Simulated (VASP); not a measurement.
Wanted: the native input for a VASP 6.6.1 run.

```
Task                   : single point
Functional             : PBEsol
Potentials or basis    : VASP PAW PBE potentials, release 64 (Ca_sv)
Cutoff                 : 520 eV
k mesh                 : 11 × 11 × 4
Occupations            : fermi-dirac, width 0.1 eV
Spin                   : no spin polarisation
Dipole correction      : no
Further INCAR settings : ALGO = Normal; EDIFF = 1e-07; NBANDS = 22
```

The structure of Ca lies in POSCAR:

```
Ca
1.0
    0.0000000000      2.7279895927     -2.7279895927
   -2.7279895927      0.0000000000      2.7279895927
    5.4559791854      5.4559791854      5.4559791854
Ca
3
Direct
    0.0000000000      0.0000000000      0.0000000000
    0.3333333330      0.6666666670      0.3333333330
    0.6666666670      0.3333333330      0.6666666670
```

These files were run (other wordings do the same):

INCAR

```
ALGO     = Normal         # electronic algorithm
EDIFF    = 1E-7           # SCF threshold, eV
ENCUT    = 520            # plane-wave cutoff, eV
GGA      = PS             # functional
ISIF     = 2              # what is computed and relaxed
ISMEAR   = -1             # smearing method
LASPH    = T              # aspherical terms in the spheres
LCHARG   = F              # write CHGCAR
LREAL    = F              # projectors in reciprocal space
LWAVE    = F              # write WAVECAR
NBANDS   = 22             # bands
NELM     = 60             # most SCF steps
PREC     = Accurate       # precision mode
SIGMA    = 0.1            # smearing width, eV
```

KPOINTS

```
k-points
0
Gamma
  11 11 4
```

Potentials or basis: VASP PAW PBE potentials, release 64 (Ca_sv).

Launch:

```bash
$ cat potpaw_PBE.64/Ca_sv/POTCAR > POTCAR
$ mpirun -np 1 vasp_std > vasp.out
```

Results of the run:

| Quantity | Value |
| --- | --- |
| Pressure | 0.0 GPa |
| Band gap on the k mesh | zero (bands 15 and 16 overlap by 0.28 eV) |

Caveat: the PAW data sets were made with another functional, which shifts forces and pressure a little.

It took 110 s on 1 thread of AMD EPYC 9R45 96-Core Processor (Zen 5) (shared host), peak memory 0.27 GiB.
